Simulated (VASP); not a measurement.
La, 4 atoms in the cell. It takes space group P6_3/mmc (No. 194, hexagonal). The conventional cell has a = 3.769 Å, b = 3.769 Å, c = 12.077 Å, α = 90.00°, β = 90.00°, γ = 120.00°. La (site symmetry -3m) has 12 La at 3.72 to 3.77 Å within 4.9 Å. La (site symmetry -6m2) has 12 La at 3.72 to 3.77 Å within 4.9 Å. 

| Item | Value |
| --- | --- |
| Program | VASP 6.6.1 |
| Task | single point |
| Functional | PBE |
| Potentials or basis | VASP PAW PBE potentials, release 64 (La) |
| Cutoff | 520 eV |
| k mesh | 15 × 15 × 4 |
| Occupations | gaussian, width 0.1 eV |
| Spin | no spin polarisation |
| Dipole correction | no |
| Further INCAR settings | ALGO = Fast; EDIFF = 1e-06; NBANDS = 30 |

Potentials or basis: VASP PAW PBE potentials, release 64 (La).

Run with:

```sh
$ cat potpaw_PBE.64/La/POTCAR > POTCAR
$ mpirun -np 1 vasp_std > vasp.out
```

Hardware: 1 thread of AMD EPYC 7R43 64-Core Processor (Zen 3), on a shared host.

Question: How long does it take, and how much memory?

Answer: Wall time 30 min on 1 thread of AMD EPYC 7R43 64-Core Processor (Zen 3), with other jobs on the host, peak memory 0.44 GiB. Counts: scf iterations 55, k points 81.
